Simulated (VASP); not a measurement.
A run of VASP 6.6.1:

File INCAR:

```
SYSTEM = Ag
  ALGO = Normal
  EDIFF = 1E-6
  EDIFFG = -0.005
  ENCUT = 600
  GGA = PE
  IBRION = 2
  ISIF = 3
  ISMEAR = 0
  LASPH = .TRUE.
  LCHARG = .FALSE.
  LREAL = .FALSE.
  LWAVE = .FALSE.
  NELM = 80
  NSW = 100
  PREC = Accurate
  SIGMA = 0.1
```

Contents of KPOINTS:

```
k-points
0
G
  18 18 18
  0 0 0
```

File POSCAR:

```
Ag
1.0
    0.0000000000      2.0431000000      2.0431000000
    2.0431000000      0.0000000000      2.0431000000
    2.0431000000      2.0431000000      0.0000000000
Ag
1
Direct
    0.0000000000      0.0000000000      0.0000000000
```

Potentials or basis: VASP PAW PBE potentials, release 64 (Ag).

The run is started by

```bash
$ cat potpaw_PBE.64/Ag/POTCAR > POTCAR
$ mpirun -np 1 vasp_std > vasp.out
```

Hardware: 1 thread of AMD EPYC 9R45 96-Core Processor (Zen 5) (shared host).

Question: How long does it take, and how much memory?

Answer: Wall time 34 s on 1 thread of AMD EPYC 9R45 96-Core Processor (Zen 5) (shared host), peak memory 0.15 GiB. Counts: scf iterations 25, k points 195, ion steps 3.
